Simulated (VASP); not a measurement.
Here is a VASP 6.6.1 calculation.

File INCAR:

```
  PREC = Accurate
  ENCUT = 520
  EDIFF = 1E-6
  ISMEAR = 0
  SIGMA = 0.05
  LREAL = False
  LASPH = True
  NELM = 100
  ALGO = Normal
  ISIF = 2
  LWAVE = False
  LCHARG = False
  GGA = PS
  NBANDS = 15
```

File KPOINTS:

```
Automatic mesh
0
Gamma
  6 6 6
```

File POSCAR:

```
RbBr
1.0
    4.0701688540      0.0000000000      0.0000000000
    0.0000000000      4.0701688540      0.0000000000
    0.0000000000      0.0000000000      4.0701688540
Rb Br
1 1
Direct
    0.0000000000     -0.0992287032     -0.0793829626
    0.5000000000      0.6061381027      0.5849104822
```

Potentials or basis: VASP PAW PBE potentials, release 64 (Rb_sv, Br).

Launch:

```bash
$ cat potpaw_PBE.64/Rb_sv/POTCAR potpaw_PBE.64/Br/POTCAR > POTCAR
$ mpirun -np 1 vasp_std > vasp.out
```

(1) Estimate the largest force.

(2) Estimate the pressure.

(3) What does it give for the band gap on the k mesh?

Answers

(1) 2.908 eV/Å.

(2) 8.9 GPa.

(3) 4.09 eV, indirect (least direct gap 4.29 eV).

Caveat: the cell differs from its parent crystal (mode 5 frozen in at -0.432 Å and mode 6 at -0.346 Å (largest displacements)); the PAW data sets were made with another functional, which shifts forces and pressure a little.
